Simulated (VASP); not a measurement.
# SrO (Fm-3m) in VASP: a series of runs

SrO is run at these levels: PBEsol; tasks: relaxation of cell and atoms.

All numbers are computed with VASP 6.6.1; they aren't measurements. Logs are shortened: lines on timing, memory, paths and dates and some standing lists are left out, and cuts for length are marked.

### Step 1. The cell of the first run

It takes space group Fm-3m (No. 225, cubic). Conventional cell: a = 5.133 Å, b = 5.133 Å, c = 5.133 Å, α = 90.00°, β = 90.00°, γ = 90.00°. Sr (site symmetry m-3m) has 6 O at 2.57 Å within 3.4 Å. Within 3.4 Å of O (site symmetry m-3m) lie 6 Sr at 2.57 Å.

### Step 2. Relaxation of cell and atoms, PBEsol

File INCAR:

```
PREC = Accurate
ENCUT = 600
EDIFF = 1E-7
ISMEAR = -1
SIGMA = 0.05
LREAL = F
LASPH = T
NELM = 80
ALGO = Normal
ISIF = 3
LWAVE = F
LCHARG = F
GGA = PS
IBRION = 2
NSW = 80
EDIFFG = -0.005
```

File KPOINTS:

```
regular mesh
0
Gamma
  9 9 9
```

File POSCAR:

```
SrO
1.0
    0.0000000000      2.5663000000      2.5663000000
    2.5663000000      0.0000000000      2.5663000000
    2.5663000000      2.5663000000      0.0000000000
Sr O
1 1
Direct
    0.5000000000      0.5000000000      0.5000000000
    0.0000000000      0.0000000000      0.0000000000
```

Potentials or basis: VASP PAW PBE potentials, release 64 (Sr_sv, O).

On the command line:

```console
cat potpaw_PBE.64/Sr_sv/POTCAR potpaw_PBE.64/O/POTCAR > POTCAR
mpirun -np 1 vasp_std > vasp.out
```

OUTCAR:

```text
PREC = Accurate
   ENCUT = 600
   EDIFF = 1E-7
   ISMEAR = -1
   LREAL = F
   LASPH = T
   NELM = 80
   ISIF = 3
   GGA = PS
   IBRION = 2
   NSW = 80
   EDIFFG = -0.005

 ion  position               nearest neighbor table
   1  0.500  0.500  0.500-   2 2.57   2 2.57   2 2.57   2 2.57   2 2.57   2 2.57
   2  0.000  0.000  0.000-   1 2.57   1 2.57   1 2.57   1 2.57   1 2.57   1 2.57

  LATTYP: Found a face centered cubic cell.
 ALAT       =     5.1326000000

  Lattice vectors:

 A1 = (   0.0000000000,   2.5663000000,   2.5663000000)
 A2 = (   2.5663000000,   0.0000000000,   2.5663000000)
 A3 = (   2.5663000000,   2.5663000000,   0.0000000000)

Analysis of symmetry for initial positions (statically):
=====================================================================
 Subroutine PRICEL returns:
 Original cell was already a primitive cell.

 Routine SETGRP: Setting up the symmetry group for a
 face centered cubic supercell.

 Subroutine GETGRP returns: Found 48 space group operations
 (whereof 48 operations were pure point group operations)
 out of a pool of 48 trial point group operations.

The static configuration has the point symmetry O_h .

Analysis of symmetry for dynamics (positions and initial velocities):
=====================================================================
 Subroutine PRICEL returns:
 Original cell was already a primitive cell.

 Routine SETGRP: Setting up the symmetry group for a
 face centered cubic supercell.

 Subroutine GETGRP returns: Found 48 space group operations
 (whereof 48 operations were pure point group operations)
 out of a pool of 48 trial point group operations.

The dynamic configuration has the point symmetry O_h .

 Subroutine INISYM returns: Found 48 space group operations
 (whereof 48 operations are pure point group operations),
 and found     1 'primitive' translations

----------------------------------------------------------------------------------------

                                     Primitive cell

  volume of cell :      33.8028

  direct lattice vectors                    reciprocal lattice vectors
     0.000000000  2.566300000  2.566300000    -0.194833028  0.194833028  0.194833028
     2.566300000  0.000000000  2.566300000     0.194833028 -0.194833028  0.194833028
     2.566300000  2.566300000  0.000000000     0.194833028  0.194833028 -0.194833028

  length of vectors
     3.629296265  3.629296265  3.629296265     0.337460704  0.337460704  0.337460704

  position of ions in fractional coordinates (direct lattice)
     0.500000000  0.500000000  0.500000000
     0.000000000  0.000000000  0.000000000

  ion indices of the primitive-cell ions
   primitive index   ion index
                 1           1
                 2           2

----------------------------------------------------------------------------------------

 KPOINTS: regular mesh

Automatic generation of k-mesh.
 Grid dimensions read from file:
 generate k-points for:    9    9    9

 Generating k-lattice:

  Cartesian coordinates                     Fractional coordinates (reciprocal lattice)
    -0.021648114  0.021648114  0.021648114     0.111111111  0.000000000  0.000000000
     0.021648114 -0.021648114  0.021648114     0.000000000  0.111111111  0.000000000
     0.021648114  0.021648114 -0.021648114     0.000000000  0.000000000  0.111111111

  Length of vectors
     0.037495634  0.037495634  0.037495634

  Shift w.r.t. Gamma in fractional coordinates (k-lattice)
     0.000000000  0.000000000  0.000000000

 Subroutine IBZKPT returns following result:
 ===========================================

 Found     35 irreducible k-points:

 Following reciprocal coordinates:
            Coordinates               Weight
  0.000000  0.000000  0.000000      1.000000
  0.111111  0.000000  0.000000      8.000000
  0.222222  0.000000  0.000000      8.000000
  0.333333  0.000000  0.000000      8.000000
  0.444444  0.000000  0.000000      8.000000
  0.111111  0.111111  0.000000      6.000000
[... 16 lines left out ...]
 -0.333333  0.333333  0.000000     12.000000
  0.444444  0.444444  0.000000      6.000000
 [... further k-points ...]
   k-points           NKPTS =     35   k-points in BZ     NKDIM =     35   number of bands    NBANDS=     12
   number of dos      NEDOS =    301   number of ions     NIONS =      2
   total plane-waves  NPLWV =  27000
   dimension x,y,z NGX =    30 NGY =   30 NGZ =   30
   dimension x,y,z NGXF=    60 NGYF=   60 NGZF=   60
   ions per type =               1   1
   NGX,Y,Z   is equivalent  to a cutoff of  13.74, 13.74, 13.74 a.u.
   NGXF,Y,Z  is equivalent  to a cutoff of  27.48, 27.48, 27.48 a.u.
 SYSTEM =  unknown system
   PREC   = accura    normal or accurate (medium, high low for compatibility)
   ISTART =      0    job   : 0-new  1-cont  2-samecut
   ICHARG =      2    charge: 1-file 2-atom 10-const
   ISPIN  =      1    spin polarized calculation?
   LNONCOLLINEAR =      F non collinear calculations
   LSORBIT =      F    spin-orbit coupling
   LASPH  =      T    aspherical Exc in radial PAW
   ENCUT  =  600.0 eV  44.10 Ry    6.64 a.u.   7.25  7.25  7.25*2*pi/ulx,y,z
   NELM   =     80;   NELMIN=  2; NELMDL= -5     # of ELM steps
   EDIFF  = 0.1E-06   stopping-criterion for ELM
   LREAL  =      F    real-space projection
   EDIFFG = -.5E-02   stopping-criterion for IOM
   NSW    =     80    number of steps for IOM
   IBRION =      2    ionic relax: 0-MD 1-quasi-New 2-CG
   NFREE  =      1    steps in history (QN), initial steepest desc. (CG)
   ISIF   =      3    stress and relaxation
   ISYM   =      2    0-nonsym 1-usesym 2-fastsym
   POTIM  = 0.5000    time-step for ionic-motion
   TEBEG  =    0.0;   TEEND  =   0.0 temperature during run
   PSTRESS=    0.0 pullay stress
   NELECT =      16.0000    total number of electrons
   NUPDOWN=      -1.0000    fix difference up-down
   EMIN   =  10.00;   EMAX   =-10.00  energy-range for DOS
   EFERMI =   0.00;   METHOD = LEGACY
   ISMEAR =    -1;   SIGMA  =   0.05  broadening in eV -4-tet -1-fermi 0-gaus
   EFERMI_NEDOS =   21; number of points for ismear=-14 and -15
   IALGO  =     38    algorithm
   IMIX   =      4    mixing-type and parameters
     AMIX     =   0.40;   BMIX     =  1.00
     AMIX_MAG =   1.60;   BMIX_MAG =  1.00
  volume/ion in A,a.u.               =      16.90       114.06
  Fermi-wavevector in a.u.,A,eV,Ry     =   1.275843  2.410995 22.147245  1.627777
  Thomas-Fermi vector in A             =   2.408533
   LORBIT       =      0    0 simple, 1 ext, 2 COOP (PROOUT), +10 PAW based schemes
   GGA     = PS    functional components
   LHFCALC =     F    Hartree Fock is set to
   AEXX    =    0.0000 exact exchange contribution
   IVDW    =     0    specifies the selected vdW correction
   LEPSILON=     F    determine dielectric tensor
   LRPA    =     F    only Hartree local field effects (RPA)
 conjugate gradient relaxation of ions
 non-spin polarized calculation
  energy-cutoff  :      600.00
  volume of cell :       33.80
 maximum number of plane-waves:      1147
 NGX is ok and might be reduce to    30
   NGX = 15   NGY = 15   NGZ = 15

 number of electron      15.9999997 magnetization

 Free energy of the ion-electron system (eV)
  ---------------------------------------------------
  ext. energy  EPLUGINS =         0.00000000
  ---------------------------------------------------
  free energy    TOTEN  =       -12.64112534 eV

  energy without entropy =      -12.64112534  energy(sigma->0) =      -12.64112534

 E-fermi :   2.5813     XC(G=0): -10.3034

 val. band max:        1.5133009069   @ k =   0.0000   0.0000   0.0000
 cond. band min:       4.7247662107   @ k =   0.4444   0.4444   0.0000
 fundamental gap:      3.2114653038
 Fermi energy:         2.5813036985

 k-point     1 :       0.0000    0.0000    0.0000
  band No.  band energies     occupation
      1     -30.7039      2.00000
      2     -13.4914      2.00000
      3     -12.3508      2.00000
      4     -12.3508      2.00000
      5     -12.3508      2.00000
      6       1.5133      2.00000
      7       1.5133      2.00000
      8       1.5133      2.00000
      9       5.3754      0.00000
     10       7.6879      0.00000
     11       7.6879      0.00000
     12       7.6879      0.00000

 k-point     2 :       0.1111    0.0000    0.0000
  band No.  band energies     occupation
      1     -30.6872      2.00000
      2     -13.7951      2.00000
      3     -12.3609      2.00000
      4     -12.3609      2.00000
      5     -12.0880      2.00000
      6       1.1283      2.00000
      7       1.3504      2.00000
      8       1.3504      2.00000
      9       5.9523      0.00000
     10       7.5491      0.00000
     11       7.9351      0.00000
     12       7.9351      0.00000

 k-point     3 :       0.2222    0.0000    0.0000
  band No.  band energies     occupation
      1     -30.6445      2.00000
      2     -14.3147      2.00000
      3     -12.3864      2.00000
      4     -12.3864      2.00000
      5     -11.6721      2.00000
      6       0.3788      2.00000
      7       0.9761      2.00000
      8       0.9761      2.00000
      9       7.2288      0.00000
     10       7.4709      0.00000
     11       8.6237      0.00000
     12       8.6237      0.00000
[... 286 lines left out ...]
 k-point    23 :      -0.3333    0.3333    0.0000
  band No.  band energies     occupation
      1     -30.5254      2.00000
      2     -14.4760      2.00000
      3     -13.0727      2.00000
      4     -12.5637      2.00000
      5     -11.7077      2.00000
      6       0.1581      2.00000
      7       0.6941      2.00000
      8       1.0258      2.00000
      9       7.1321      0.00000
     10       8.6597      0.00000
     11      10.5056      0.00000
     12      11.1112      0.00000

 k-point    24 :       0.4444    0.4444    0.0000
  band No.  band energies     occupation
      1     -30.5218      2.00000
      2     -13.7638      2.00000
      3     -13.0030      2.00000
      4     -12.7232      2.00000
      5     -12.7232      2.00000
      6       0.9741      2.00000
      7       1.4220      2.00000
      8       1.4220      2.00000
      9       4.7248      0.00000
     10       9.1859      0.00000
     11      11.6718      0.00000
     12      11.7961      0.00000

 [... further k-points ...]

------------------------ aborting loop because EDIFF is reached ----------------------------------------

  FORCE on cell =-STRESS in cart. coord.  units (eV):
  Direction    XX          YY          ZZ          XY          YZ          ZX
  --------------------------------------------------------------------------------------
  -------------------------------------------------------------------------------------
  Total       -0.0012899     -0.0012899     -0.0012899      0.0000000      0.0000000      0.0000000
  in kB       -0.0611383     -0.0611383     -0.0611383      0.0000000      0.0000000      0.0000000
  external PRESSURE =      -0.0611383 kB  Pullay stress =       0.0000000 kB

 VOLUME and BASIS-vectors are now :
 -----------------------------------------------------------------------------
  energy-cutoff  :      600.00
  volume of cell :       33.80
      direct lattice vectors                 reciprocal lattice vectors
     0.000000000  2.566300000  2.566300000    -0.194833028  0.194833028  0.194833028
     2.566300000  0.000000000  2.566300000     0.194833028 -0.194833028  0.194833028
     2.566300000  2.566300000  0.000000000     0.194833028  0.194833028 -0.194833028

 POSITION                                       TOTAL-FORCE (eV/Angst)
 -----------------------------------------------------------------------------------
      2.56630      2.56630      2.56630        -0.000000     -0.000000     -0.000000
      0.00000      0.00000      0.00000         0.000000      0.000000      0.000000
 -----------------------------------------------------------------------------------
    total drift:                               -0.000000      0.000000      0.000000

  FREE ENERGIE OF THE ION-ELECTRON SYSTEM (eV)
  ---------------------------------------------------
  free  energy   TOTEN  =       -12.6411253352 eV

  energy  without entropy=      -12.6411253352  energy(sigma->0) =      -12.64112534

 reached required accuracy - stopping structural energy minimisation
```

Run time: 24 s. Hardware: 1 thread of Intel Xeon 6975P-C (Granite Rapids), shared host; peak memory 0.18 GiB.

Results:

* Free energy: -12.6411 eV
* Pressure after relaxing: 0.0 GPa
* Band gap on the k mesh: 3.21 eV (least direct gap 3.30 eV)

Final structure:
```xyz
2
Lattice="0.0000 2.5663 2.5663 2.5663 0.0000 2.5663 2.5663 2.5663 0.0000" Properties=species:S:1:pos:R:3 pbc="T T T"
Sr    2.5663    2.5663    2.5663
O     0.0000    0.0000    0.0000
```

Caveat: the relaxation stopped at its first step, so nothing moved; the PAW data sets were made with another functional, which shifts forces and pressure a little; an odd mesh through Γ misses points on the zone boundary, where band edges can lie.

### Step 3. Relaxation of cell and atoms, PBEsol, target pressure 5 GPa, at which the enthalpy is minimised

File INCAR:

```
SYSTEM = SrO
PREC = Accurate
ENCUT = 600
EDIFF = 1E-7
ISMEAR = -1
SIGMA = 0.05
LREAL = .False.
LASPH = .True.
NELM = 100
ALGO = Normal
ISIF = 3
LWAVE = .False.
LCHARG = .False.
GGA = PS
IBRION = 2
NSW = 80
EDIFFG = -0.005
PSTRESS = 50.0
```

File KPOINTS:

```
regular mesh
0
Gamma
  9 9 9
  0 0 0
```

POSCAR is that of step 2.

Potentials or basis: VASP PAW PBE potentials, release 64 (Sr_sv, O).

On the command line:

```console
cat potpaw_PBE.64/Sr_sv/POTCAR potpaw_PBE.64/O/POTCAR > POTCAR
mpirun -np 1 vasp_std > vasp.out
```

It took 63 s on 1 thread of Intel Xeon 6975P-C (Granite Rapids), shared host; peak memory 0.18 GiB.

The run converged. Its results:

```
Free energy                                                : -12.6176 eV
Relaxed volume                                             : 16.11 Å³/atom
Relaxed cell                                               : a = 3.572 Å, b = 3.572 Å, c = 3.572 Å, α = 60.00°, β = 60.00°, γ = 60.00°
Space group after relaxing (to 0.1 Å)                      : Fm-3m (No. 225)
Energy change on relaxing (the run minimises the enthalpy) : +11.8 meV/atom
Ionic steps                                                : 3
Pressure after relaxing                                    : 5.0 GPa
Band gap on the k mesh                                     : 3.17 eV (least direct gap 3.23 eV)
```

Step by step:
| step | energy change (eV) | largest force (eV/Å) | pressure (GPa) | volume (Å³) |
| --- | --- | --- | --- | --- |
| 1 | 0.0000 | 0.0000 | -0.01 | 33.80 |
| 2 | 0.0631 | 0.0000 | 8.64 | 31.28 |
| 3 | 0.0235 | 0.0000 | 4.99 | 32.22 |

Final structure:
```yaml
crystal:
  lattice:
    - [0.00000, 2.52564, 2.52564]
    - [2.52564, 0.00000, 2.52564]
    - [2.52564, 2.52564, 0.00000]
  atoms:
    - { symbol: Sr, position: [0.50000, 0.50000, 0.50000] }
    - { symbol: O, position: [0.00000, 0.00000, 0.00000] }
```

Levels at points of the mesh, in eV from the valence-band top:
```tsv
k point	band 4	band 5	band 6	band 7	band 8	band 9	band 10	band 11	band 12
(0.00, 0.00, 0.00)	-13.65	-13.65	0.00	0.00	0.00	4.21	6.27	6.27	6.27
```

Caveat: the cell is relaxed towards a set pressure, so the run minimises the enthalpy, not the energy; the PAW data sets were made with another functional, which shifts forces and pressure a little; an odd mesh through Γ misses points on the zone boundary, where band edges can lie.

### Step 4. Relaxation of cell and atoms, PBEsol, target pressure 10 GPa, at which the enthalpy is minimised

File INCAR:

```
PREC     = Accurate       # precision mode
ENCUT    = 600            # plane-wave cutoff, eV
EDIFF    = 1E-6           # SCF threshold, eV
ISMEAR   = -1             # smearing method
SIGMA    = 0.05           # smearing width, eV
LREAL    = False          # projectors in reciprocal space
LASPH    = True           # aspherical terms in the spheres
NELM     = 100            # most SCF steps
ALGO     = Normal         # electronic algorithm
ISIF     = 3              # what is computed and relaxed
LWAVE    = False          # write WAVECAR
LCHARG   = False          # write CHGCAR
GGA      = PS             # functional
IBRION   = 2              # ionic algorithm
NSW      = 80             # ionic steps
EDIFFG   = -0.005         # ionic threshold
PSTRESS  = 100.0
```

File KPOINTS:

```
Automatic mesh
0
Gamma
  9 9 9
```

POSCAR is that of step 3.

On the command line:

```console
cat potpaw_PBE.64/Sr_sv/POTCAR potpaw_PBE.64/O/POTCAR > POTCAR
mpirun -np 1 vasp_std > vasp.out
```

It took 90 s on 1 thread of Intel Xeon 6975P-C (Granite Rapids), shared host; peak memory 0.18 GiB.

It converged, with:

```
Free energy                                                : -12.5598 eV
Relaxed volume                                             : 15.49 Å³/atom
Relaxed cell                                               : a = 3.525 Å, b = 3.525 Å, c = 3.525 Å, α = 60.00°, β = 60.00°, γ = 60.00°
Space group after relaxing (to 0.1 Å)                      : Fm-3m (No. 225)
Energy change on relaxing (the run minimises the enthalpy) : +40.7 meV/atom
Ionic steps                                                : 6
Pressure after relaxing                                    : 10.0 GPa
Band gap on the k mesh                                     : 3.13 eV (least direct gap 3.15 eV)
```

Step by step:
```
step  energy change (eV)  largest force (eV/Å)  pressure (GPa)  volume (Å³)
   1              0.0000                0.0000           -0.01        33.80
   2              0.2779                0.0000           21.11        28.90
   3              0.0800                0.0000            9.91        30.99
   4              0.0834                0.0000           10.15        30.94
   5              0.0798                0.0000            9.89        31.00
   6              0.0813                0.0000           10.00        30.97
```

Final structure:
```cif
data_structure
_symmetry_space_group_name_H-M 'P 1'
_symmetry_Int_Tables_number 1
_cell_length_a 3.5249
_cell_length_b 3.5249
_cell_length_c 3.5249
_cell_angle_alpha 60.000
_cell_angle_beta 60.000
_cell_angle_gamma 60.000
_cell_volume 30.97
loop_
_atom_site_label
_atom_site_type_symbol
_atom_site_fract_x
_atom_site_fract_y
_atom_site_fract_z
_atom_site_occupancy
Sr1 Sr 0.50000 0.50000 0.50000 1
O1 O 0.00000 0.00000 0.00000 1
```

Levels at points of the mesh, in eV from the valence-band top:
```csv
k point,band 6,band 7,band 8,band 9,band 10,band 11
"(0.00, 0.00, 0.00)",0.00,0.00,0.00,4.52,6.34,6.34
```

Caveat: the cell is relaxed towards a set pressure, so the run minimises the enthalpy, not the energy; the PAW data sets were made with another functional, which shifts forces and pressure a little; an odd mesh through Γ misses points on the zone boundary, where band edges can lie. A hybrid or GW would open this gap; PBEsol tends to underestimate it.

(Continued in part 2 of 2.)
